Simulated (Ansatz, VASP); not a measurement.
TaSi2: VASP beside Ansatz

INCAR

```
  PREC = Accurate
  ENCUT = 520
  EDIFF = 1E-6
  ISMEAR = 0
  SIGMA = 0.15
  LREAL = False
  LASPH = True
  NELM = 80
  ALGO = Fast
  ISIF = 2
  LWAVE = False
  LCHARG = False
  GGA = PE
  NBANDS = 38
```

KPOINTS

```
Automatic mesh
0
Gamma
  9 9 6
```

The input POSCAR:

```
TaSi2
1.0
    4.8051009126      0.0000000000      0.0000000000
   -2.4025504563      4.1613394580      0.0000000000
    0.0000000000      0.0000000000      6.5988658829
Ta Si
3 6
Direct
    0.5000000000      0.0000000000      0.5000000000
    0.5000000000      0.5000000000      0.8333333333
    0.0000000000      0.5000000000      0.1666666667
    0.1469046305      0.2938092610      0.5000000000
    0.8410800075      0.1589199925      0.8333333333
    0.6821600150      0.8410800075      0.1666666667
    0.8410800075      0.6821600150      0.5000000000
    0.1589199925      0.8410800075      0.8333333333
    0.3178399850      0.1589199925      0.1666666667
```

Input for Ansatz:

```yaml
crystal:
  lattice:
    - [4.8051009126, 0.0, 0.0]
    - [-2.4025504563, 4.161339458, 0.0]
    - [0.0, 0.0, 6.5988658829]
  atoms:
    - { symbol: Ta, position: [0.5, 0.0, 0.5] }
    - { symbol: Ta, position: [0.5, 0.5, 0.8333333333] }
    - { symbol: Ta, position: [0.0, 0.5, 0.1666666667] }
    - { symbol: Si, position: [0.1469046305, 0.293809261, 0.5] }
    - { symbol: Si, position: [0.8410800075, 0.1589199925, 0.8333333333] }
    - { symbol: Si, position: [0.682160015, 0.8410800075, 0.1666666667] }
    - { symbol: Si, position: [0.8410800075, 0.682160015, 0.5] }
    - { symbol: Si, position: [0.1589199925, 0.8410800075, 0.8333333333] }
    - { symbol: Si, position: [0.317839985, 0.1589199925, 0.1666666667] }
basis:
  ecutwfc: 420
kpoints:
  mp_grid: { grid: [9, 9, 6] }
hamiltonian:
  xc: pbe
scf:
  occupations: { method: gaussian, width: 0.15 }
output:
  forces: true
  stress: true
  eigenvalues: true
```

Alike in both runs: task single point; functional PBE; k mesh 9 × 9 × 6; occupations gaussian, width 0.15 eV; no spin polarisation.

```csv
,VASP,Ansatz
version,VASP 6.6.1,Ansatz 0.2.0
potentials or method,"VASP PAW PBE potentials, release 64 (Ta_pv, Si), cutoff 520 eV","scalar-relativistic, plane waves, PAW"
valence electrons in the cell,57,63
```

```csv
,VASP,Ansatz,Ansatz less VASP
gap on the k mesh at the Fermi level (eV),none,none,-
pressure (GPa),0.2,0.1,-0.10
"traceless stress, the component that is largest in VASP (GPa)",-0.44,-0.45,-0.005
rms of the force components (eV/Å),0.181,0.182,+0.0013
```

Atom by atom the forces differ by 0.002 eV/Å (rms over components). A gap of «none» marks a metal or a gap that the smearing closes. With one functional, cell and mesh, what is left measures potentials, basis and numerics. VASP's potentials hold 57 valence electrons a cell and Ansatz's 63, so a difference there can come from the potentials and not from the codes.

Neither program's run includes spin-orbit coupling.
